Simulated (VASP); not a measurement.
# CdS (Fm-3m) in VASP: a series of runs, part 2 of 2

VASP 6.6.1. The steps go on from the part before.

### Step 4. Single point, PBE

This run uses another cell than the first one, of 20.74 Å³/atom, 1.064 times its volume.

File INCAR:

```
SYSTEM = CdS
PREC = Accurate
ENCUT = 520
EDIFF = 1E-7
ISMEAR = 0
SIGMA = 0.01
LREAL = .False.
LASPH = .True.
NELM = 100
ALGO = Normal
ISIF = 2
LWAVE = .False.
LCHARG = .True.
GGA = PE
LELF = .True.
LVHAR = .True.
NBANDS = 16
```

File KPOINTS:

```
Automatic mesh
0
Gamma
  6 6 6
  0 0 0
```

File POSCAR:

```
CdS
1.0
    0.0000000000      2.7472987737      2.7472987737
    2.7472987737      0.0000000000      2.7472987737
    2.7472987737      2.7472987737      0.0000000000
Cd S
1 1
Direct
    0.0000000000      0.0000000000      0.0000000000
    0.5000000000      0.5000000000      0.5000000000
```

Potentials or basis: VASP PAW PBE potentials, release 64 (Cd, S).

Launch:

```bash
$ cat potpaw_PBE.64/Cd/POTCAR potpaw_PBE.64/S/POTCAR > POTCAR
$ mpirun -np 1 vasp_std > vasp.out
```

OUTCAR:

```text
SYSTEM = CdS
   PREC = Accurate
   ENCUT = 520
   EDIFF = 1E-7
   ISMEAR = 0
   LREAL = .False.
   LASPH = .True.
   NELM = 100
   ISIF = 2
   GGA = PE

 ion  position               nearest neighbor table
   1  0.000  0.000  0.000-   2 2.75   2 2.75   2 2.75   2 2.75   2 2.75   2 2.75
   2  0.500  0.500  0.500-   1 2.75   1 2.75   1 2.75   1 2.75   1 2.75   1 2.75

  LATTYP: Found a face centered cubic cell.
 ALAT       =     5.4945975474

  Lattice vectors:

 A1 = (   0.0000000000,   2.7472987737,   2.7472987737)
 A2 = (   2.7472987737,   0.0000000000,   2.7472987737)
 A3 = (   2.7472987737,   2.7472987737,   0.0000000000)

Analysis of symmetry for initial positions (statically):
=====================================================================
 Subroutine PRICEL returns:
 Original cell was already a primitive cell.

 Routine SETGRP: Setting up the symmetry group for a
 face centered cubic supercell.

 Subroutine GETGRP returns: Found 48 space group operations
 (whereof 48 operations were pure point group operations)
 out of a pool of 48 trial point group operations.

The static configuration has the point symmetry O_h .

Analysis of symmetry for dynamics (positions and initial velocities):
=====================================================================
 Subroutine PRICEL returns:
 Original cell was already a primitive cell.

 Routine SETGRP: Setting up the symmetry group for a
 face centered cubic supercell.

 Subroutine GETGRP returns: Found 48 space group operations
 (whereof 48 operations were pure point group operations)
 out of a pool of 48 trial point group operations.

The dynamic configuration has the point symmetry O_h .

 Subroutine INISYM returns: Found 48 space group operations
 (whereof 48 operations are pure point group operations),
 and found     1 'primitive' translations

----------------------------------------------------------------------------------------

                                     Primitive cell

  volume of cell :      41.4713

[... 99 lines left out ...]
     AMIX_MAG =   1.60;   BMIX_MAG =  1.00
  volume/ion in A,a.u.               =      20.74       139.93
  Fermi-wavevector in a.u.,A,eV,Ry     =   1.239509  2.342333 20.903763  1.536383
  Thomas-Fermi vector in A             =   2.373989
   LORBIT       =      0    0 simple, 1 ext, 2 COOP (PROOUT), +10 PAW based schemes
   GGA     = PE    functional components
   LHFCALC =     F    Hartree Fock is set to
   AEXX    =    0.0000 exact exchange contribution
   IVDW    =     0    specifies the selected vdW correction
   LEPSILON=     F    determine dielectric tensor
   LRPA    =     F    only Hartree local field effects (RPA)
 non-spin polarized calculation
 Gauss-broadening in eV      SIGMA  =   0.01
  energy-cutoff  :      520.00
  volume of cell :       41.47
 maximum number of plane-waves:      1139
 NGX is ok and might be reduce to    30
   NGX = 15   NGY = 15   NGZ = 15

 number of electron      18.0000005 magnetization

 Free energy of the ion-electron system (eV)
  ---------------------------------------------------
  ext. energy  EPLUGINS =         0.00000000
  ---------------------------------------------------
  free energy    TOTEN  =        -5.87008498 eV

  energy without entropy =       -5.87008498  energy(sigma->0) =       -5.87008498

 E-fermi :   2.8279     XC(G=0): -10.3343

 val. band max:        2.7813251933   @ k =   0.5000   0.0000   0.0000
 cond. band min:       3.0303627308   @ k =   0.5000   0.5000   0.0000
 fundamental gap:      0.2490375376
 Fermi energy:         2.8279107571

 k-point     1 :       0.0000    0.0000    0.0000
  band No.  band energies     occupation
      1      -9.9220      2.00000
      2      -4.8121      2.00000
      3      -4.8121      2.00000
      4      -4.8121      2.00000
      5      -4.8116      2.00000
      6      -4.8116      2.00000
[... 281 lines left out ...]
      3      -4.8749      2.00000
      4      -4.6969      2.00000
      5      -4.5507      2.00000
      6      -4.0369      2.00000
[... 8 lines left out ...]
     15      16.5230      0.00000
     16      17.4038      0.00000

------------------------ aborting loop because EDIFF is reached ----------------------------------------

  FORCE on cell =-STRESS in cart. coord.  units (eV):
  Direction    XX          YY          ZZ          XY          YZ          ZX
  --------------------------------------------------------------------------------------
  -------------------------------------------------------------------------------------
  Total        0.1115268      0.1115268      0.1115268      0.0000000      0.0000000     -0.0000000
  in kB        4.3086612      4.3086612      4.3086612      0.0000000      0.0000000     -0.0000000
  external PRESSURE =       4.3086612 kB  Pullay stress =       0.0000000 kB

 VOLUME and BASIS-vectors are now :
 -----------------------------------------------------------------------------
  energy-cutoff  :      520.00
  volume of cell :       41.47
      direct lattice vectors                 reciprocal lattice vectors
     0.000000000  2.747298774  2.747298774    -0.181996951  0.181996951  0.181996951
     2.747298774  0.000000000  2.747298774     0.181996951 -0.181996951  0.181996951
     2.747298774  2.747298774  0.000000000     0.181996951  0.181996951 -0.181996951

 POSITION                                       TOTAL-FORCE (eV/Angst)
 -----------------------------------------------------------------------------------
      0.00000      0.00000      0.00000         0.000000     -0.000000     -0.000000
      2.74730      2.74730      2.74730        -0.000000      0.000000      0.000000
 -----------------------------------------------------------------------------------
    total drift:                               -0.000000      0.000000      0.000000

  FREE ENERGIE OF THE ION-ELECTRON SYSTEM (eV)
  ---------------------------------------------------
  free  energy   TOTEN  =        -5.8700849776 eV

  energy  without entropy=       -5.8700849776  energy(sigma->0) =       -5.87008498
```

stdout:

```text
POSCAR found type information on POSCAR CdS
 POSCAR found :  2 types and       2 ions
 scaLAPACK will be used
 LDA part: xc-table for (Slater+PW92), standard interpolation
 POSCAR, INCAR and KPOINTS ok, starting setup
 FFT: planning ... GRIDC
 FFT: planning ... GRID_SOFT
 FFT: planning ... GRID
 WAVECAR not read
 entering main loop
```

It took 9 s on 1 thread of Intel Xeon Platinum 8559C (Emerald Rapids), shared host; peak memory 0.16 GiB.

What came out:

* Free energy: -5.8701 eV
* Pressure: 0.4 GPa
* Band gap on the k mesh: 0.25 eV, indirect (least direct gap 1.57 eV)

A k mesh can miss the band edges.

### Step 5. Summary

```csv
cell,gap on the mesh (eV),pressure (GPa)
"a = 3.806 Å, angles 60.0°, 2 atoms",0.24,5.7
"a = 3.846 Å, angles 60.0°, 2 atoms",0.25,2.8
"a = 3.885 Å, angles 60.0°, 2 atoms",0.25,0.4
```

Alike in all rows: task single point; level PBE; potentials or basis VASP PAW PBE potentials, release 64 (Cd, S); no spin polarisation; k mesh 6 × 6 × 6; cutoff (eV) 520; smearing gaussian 0.01 eV.

Total energies depend on the potentials used, so only differences within one code and one set of settings carry meaning.
